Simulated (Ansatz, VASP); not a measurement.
## Two plane-wave programs on Al3O

The input INCAR:

```
PREC = Accurate
ENCUT = 520
EDIFF = 1E-6
ISMEAR = 0
SIGMA = 0.1
LREAL = F
LASPH = T
NELM = 100
ALGO = Normal
ISIF = 2
LWAVE = F
LCHARG = F
LDIPOL = T
IDIPOL = 3
DIPOL = 0.5 0.5 0.346
GGA = CA
NBANDS = 16
```

File KPOINTS:

```
regular mesh
0
Gamma
  9 9 1
```

Contents of POSCAR:

```
Al3O
1.0
    2.8168432364      0.0000000000      0.0000000000
    0.0000000000      2.8168432364      0.0000000000
    0.0000000000      0.0000000000     21.1042970937
Al O
3 1
Direct
    0.5000000000      0.5000000000      0.1895348602
    0.0000000000      0.0000000000      0.2867549192
    0.5000000000      0.5000000000      0.3840117042
    0.5000000000      0.5000000000      0.5228459894
```

Input for Ansatz:

```yaml
crystal:
  lattice:
    - [2.8168432364, 0.0, 0.0]
    - [0.0, 2.8168432364, 0.0]
    - [0.0, 0.0, 21.1042970937]
  atoms:
    - { symbol: Al, position: [0.5, 0.5, 0.1895348602] }
    - { symbol: Al, position: [0.0, 0.0, 0.2867549192] }
    - { symbol: Al, position: [0.5, 0.5, 0.3840117042] }
    - { symbol: O, position: [0.5, 0.5, 0.5228459894] }
basis:
  ecutwfc: 420
kpoints:
  mp_grid: { grid: [9, 9, 1] }
hamiltonian:
  xc: lda
scf:
  occupations: { method: gaussian, width: 0.1 }
output:
  forces: true
  eigenvalues: true
efield:
  axis: 3
  dipole_correction: true
  ramp_width: 0.04
```

Alike in both runs: task single point; functional LDA; k mesh 9 × 9 × 1; occupations gaussian, width 0.1 eV; no spin polarisation.

```csv
,VASP,Ansatz
version,VASP 6.6.1,Ansatz 0.2.0
potentials or method,"VASP PAW LDA potentials, release 64 (Al, O), cutoff 520 eV","scalar-relativistic, plane waves, PAW"
valence electrons in the cell,15,15
```

Ansatz gave:

- gap on the k mesh at the Fermi level (eV): none
- rms of the force components (eV/Å): 0.683

Q: Estimate VASP's values.

A: gap on the k mesh at the Fermi level (eV): none; rms of the force components (eV/Å): 0.682.

LDA's correlation is that of Perdew and Zunger in VASP and of Perdew and Wang (1992) in Ansatz. Atom by atom the forces differ by 0.001 eV/Å (rms over components). A gap of «none» marks a metal or a gap that the smearing closes.
